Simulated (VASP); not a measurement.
Write the native input for VASP 6.6.1 that does the following.

- Task: single point
- Functional: HSE06
- Potentials or basis: VASP PAW PBE potentials, release 64 (Al, Si, N, C)
- Cutoff: 520 eV
- k mesh: 1 × 1 × 1
- Occupations: fermi-dirac, width 0.05 eV
- Spin: no spin polarisation
- Dipole correction: no
- Grid for exact exchange (PRECFOCK): Fast
- Further INCAR settings: LREAL = Auto; ALGO = Normal; EDIFF = 1e-06; NBANDS = 246
- Share of exact exchange: 0.25
- Screening parameter: 0.2079 1/Å

Al13Si3C3N13:

```
Al Si N C
1.0
     9.34712    0.00000    0.00000
     0.00000   10.77663    0.00000
     0.00000    0.00000    9.99972
Al Si N C
39 9 39 9
Direct
  0.17004 0.08668 0.25314
  0.16596 0.08294 0.75029
  0.00083 0.32901 0.75185
  0.49944 0.08360 0.24509
  0.16282 0.58410 0.25151
  0.16980 0.58388 0.74970
  0.00109 0.83515 0.25287
  0.00108 0.83494 0.74938
  0.83230 0.08371 0.24046
  0.83661 0.08284 0.75287
  0.67135 0.32976 0.25016
  0.66617 0.32920 0.75177
  0.49859 0.58311 0.74821
  0.33438 0.83793 0.25153
  0.33172 0.83212 0.74944
  0.83574 0.58144 0.25053
  0.83151 0.58244 0.74202
  0.66590 0.83407 0.25171
  0.66658 0.83473 0.74459
  0.00096 0.16814 0.49722
  0.00302 0.16971 0.00137
  0.33475 0.17006 0.49799
  0.33335 0.16618 0.99534
  0.16659 0.41877 0.49831
  0.16925 0.41724 0.99777
  0.99641 0.66946 0.50222
  0.99859 0.67068 0.99987
  0.66733 0.16611 0.00099
  0.50309 0.41410 0.49732
  0.50045 0.41616 0.99637
  0.33349 0.66821 0.49669
  0.16690 0.91744 0.49648
  0.16419 0.91906 0.00158
  0.83316 0.41427 0.50060
  0.83350 0.41456 0.99107
  0.49870 0.91651 0.49980
  0.50111 0.91296 0.99899
  0.83184 0.91547 0.50033
  0.83649 0.91675 0.99954
  0.99838 0.33372 0.25065
  0.49982 0.08281 0.75332
  0.33244 0.33487 0.25531
  0.33595 0.33390 0.74846
  0.50172 0.58239 0.24505
  0.66354 0.16313 0.49611
  0.33677 0.66699 0.99994
  0.67107 0.66984 0.49699
  0.66447 0.66504 0.99644
  0.00541 0.17714 0.19869
  0.00413 0.16492 0.68445
  0.33613 0.18270 0.18882
  0.34270 0.17307 0.69358
  0.17090 0.40986 0.19216
  0.17925 0.41110 0.69392
  0.00123 0.66699 0.18796
  0.00449 0.66677 0.69505
  0.66246 0.16653 0.19280
  0.65391 0.15830 0.67687
  0.49011 0.42137 0.19399
  0.49060 0.41165 0.69082
  0.34229 0.65972 0.18656
  0.33460 0.66592 0.68518
  0.16987 0.91781 0.69009
  0.65588 0.66072 0.17938
  0.65901 0.66731 0.67920
  0.50136 0.91625 0.18845
  0.49484 0.92690 0.69301
  0.83162 0.91349 0.19132
  0.83381 0.91670 0.69037
  0.16975 0.08546 0.44450
  0.16836 0.08660 0.93773
  0.00304 0.33347 0.42966
  0.00873 0.33717 0.93982
  0.50571 0.08618 0.44035
  0.33326 0.33535 0.92729
  0.16633 0.58642 0.43992
  0.17719 0.58807 0.94650
  0.00044 0.83644 0.44483
  0.00174 0.83190 0.93705
  0.82371 0.08946 0.44102
  0.66509 0.31928 0.44314
  0.66118 0.33339 0.94080
  0.50717 0.58567 0.42670
  0.33386 0.83325 0.44221
  0.33175 0.82149 0.94198
  0.82388 0.59140 0.94089
  0.66823 0.82063 0.94064
  0.16840 0.92036 0.19230
  0.84273 0.41184 0.18766
  0.83345 0.41116 0.69378
  0.49893 0.08078 0.93151
  0.33394 0.33684 0.43276
  0.83681 0.08565 0.94394
  0.49880 0.58964 0.94367
  0.82442 0.58521 0.44336
  0.66284 0.82789 0.44419
```

One way to write it, as run:

POSCAR

```
Al13Si3C3N13
1.0
    9.3471170000      0.0000000000      0.0000000000
    0.0000000000     10.7766290000      0.0000000000
    0.0000000000      0.0000000000      9.9997190000
Al Si N C
39 9 39 9
Direct
    0.1700370000      0.0866750000      0.2531390000
    0.1659640000      0.0829430000      0.7502940000
    0.0008270000      0.3290110000      0.7518540000
    0.4994350000      0.0836030000      0.2450870000
    0.1628180000      0.5841040000      0.2515090000
    0.1698040000      0.5838840000      0.7497020000
    0.0010910000      0.8351450000      0.2528710000
    0.0010780000      0.8349420000      0.7493790000
    0.8322950000      0.0837120000      0.2404590000
    0.8366060000      0.0828390000      0.7528720000
    0.6713480000      0.3297650000      0.2501630000
    0.6661720000      0.3292030000      0.7517700000
    0.4985930000      0.5831110000      0.7482050000
    0.3343780000      0.8379290000      0.2515270000
    0.3317250000      0.8321150000      0.7494430000
    0.8357420000      0.5814420000      0.2505270000
    0.8315110000      0.5824380000      0.7420210000
    0.6659030000      0.8340720000      0.2517050000
    0.6665810000      0.8347320000      0.7445850000
    0.0009610000      0.1681390000      0.4972240000
    0.0030190000      0.1697100000      0.0013680000
    0.3347480000      0.1700550000      0.4979910000
    0.3333470000      0.1661810000      0.9953400000
    0.1665930000      0.4187690000      0.4983090000
    0.1692470000      0.4172400000      0.9977750000
    0.9964140000      0.6694610000      0.5022200000
    0.9985870000      0.6706800000      0.9998690000
    0.6673270000      0.1661130000      0.0009860000
    0.5030900000      0.4141040000      0.4973220000
    0.5004540000      0.4161590000      0.9963720000
    0.3334920000      0.6682050000      0.4966870000
    0.1669030000      0.9174360000      0.4964770000
    0.1641930000      0.9190610000      0.0015780000
    0.8331570000      0.4142730000      0.5006020000
    0.8334990000      0.4145550000      0.9910700000
    0.4986960000      0.9165100000      0.4997960000
    0.5011130000      0.9129610000      0.9989910000
    0.8318400000      0.9154710000      0.5003260000
    0.8364880000      0.9167490000      0.9995430000
    0.9983810000      0.3337230000      0.2506520000
    0.4998190000      0.0828070000      0.7533170000
    0.3324440000      0.3348720000      0.2553050000
    0.3359520000      0.3339020000      0.7484640000
    0.5017190000      0.5823940000      0.2450460000
    0.6635400000      0.1631300000      0.4961130000
    0.3367680000      0.6669930000      0.9999450000
    0.6710700000      0.6698370000      0.4969880000
    0.6644690000      0.6650430000      0.9964360000
    0.0054110000      0.1771380000      0.1986890000
    0.0041270000      0.1649230000      0.6844530000
    0.3361270000      0.1827040000      0.1888160000
    0.3427020000      0.1730660000      0.6935830000
    0.1709010000      0.4098630000      0.1921580000
    0.1792460000      0.4111000000      0.6939190000
    0.0012320000      0.6669890000      0.1879600000
    0.0044880000      0.6667730000      0.6950520000
    0.6624610000      0.1665280000      0.1928000000
    0.6539100000      0.1582980000      0.6768700000
    0.4901080000      0.4213690000      0.1939870000
    0.4906040000      0.4116490000      0.6908190000
    0.3422940000      0.6597180000      0.1865640000
    0.3345970000      0.6659230000      0.6851760000
    0.1698740000      0.9178070000      0.6900920000
    0.6558810000      0.6607150000      0.1793830000
    0.6590110000      0.6673120000      0.6792050000
    0.5013580000      0.9162520000      0.1884510000
    0.4948350000      0.9268980000      0.6930090000
    0.8316210000      0.9134950000      0.1913160000
    0.8338120000      0.9167040000      0.6903660000
    0.1697510000      0.0854550000      0.4445000000
    0.1683610000      0.0865980000      0.9377320000
    0.0030380000      0.3334660000      0.4296610000
    0.0087340000      0.3371690000      0.9398170000
    0.5057130000      0.0861780000      0.4403510000
    0.3332620000      0.3353500000      0.9272940000
    0.1663280000      0.5864170000      0.4399180000
    0.1771930000      0.5880740000      0.9465000000
    0.0004430000      0.8364420000      0.4448280000
    0.0017390000      0.8318990000      0.9370450000
    0.8237090000      0.0894550000      0.4410190000
    0.6650950000      0.3192840000      0.4431430000
    0.6611770000      0.3333910000      0.9408000000
    0.5071710000      0.5856660000      0.4267010000
    0.3338550000      0.8332510000      0.4422050000
    0.3317490000      0.8214930000      0.9419840000
    0.8238790000      0.5913990000      0.9408860000
    0.6682320000      0.8206310000      0.9406440000
    0.1684000000      0.9203580000      0.1923040000
    0.8427290000      0.4118420000      0.1876570000
    0.8334520000      0.4111640000      0.6937830000
    0.4989330000      0.0807810000      0.9315070000
    0.3339410000      0.3368370000      0.4327640000
    0.8368060000      0.0856460000      0.9439380000
    0.4988000000      0.5896410000      0.9436720000
    0.8244220000      0.5852100000      0.4433610000
    0.6628390000      0.8278870000      0.4441940000
```

INCAR.step1

```
SYSTEM = Al13Si3C3N13
  PREC = Accurate
  ENCUT = 520
  EDIFF = 1E-5
  ISMEAR = -1
  SIGMA = 0.05
  LREAL = Auto
  LASPH = .TRUE.
  NELM = 60
  ALGO = Normal
  ISIF = 2
  LWAVE = .TRUE.
  LCHARG = .FALSE.
  GGA = PE
  NBANDS = 246
  LUSENCCL = .FALSE.
```

INCAR.step2

```
SYSTEM = Al13Si3C3N13
  PREC = Accurate
  ENCUT = 520
  EDIFF = 1E-6
  ISMEAR = -1
  SIGMA = 0.05
  LREAL = Auto
  LASPH = .TRUE.
  NELM = 60
  ALGO = Normal
  ISIF = 2
  LWAVE = .FALSE.
  LCHARG = .FALSE.
  GGA = PE
  LHFCALC = .TRUE.
  HFSCREEN = 0.2079
  PRECFOCK = Fast
  ISTART = 1
  NBANDS = 246
  LUSENCCL = .FALSE.
```

KPOINTS

```
Automatic mesh
0
G
  1 1 1
  0 0 0
```

Potentials or basis: VASP PAW PBE potentials, release 64 (Al, Si, N, C).

Run with:

```console
$ cat potpaw_PBE.64/Al/POTCAR potpaw_PBE.64/Si/POTCAR potpaw_PBE.64/N/POTCAR potpaw_PBE.64/C/POTCAR > POTCAR
$ cp INCAR.step1 INCAR
$ mpirun -np 1 vasp_gam > vasp.out
$ cp INCAR.step2 INCAR
$ mpirun -np 1 vasp_gam > vasp.out
```

It gave:

```yaml
Pressure: -2.1 GPa
Largest_force: 0.212 eV/Å
Band_gap_on_the_k_mesh: 4.19 eV
```

Caveat: the k points lie up to 0.67 Å⁻¹ apart; the PAW data sets were made with another functional, which shifts forces and pressure a little.

Wall time 3.9 min on 1 × NVIDIA H100 80GB with 1 thread of Intel(R) Xeon(R) Platinum 8481C CPU @ 2.70GHz (Sapphire Rapids), with other jobs on the host, peak memory 1.7 GiB.
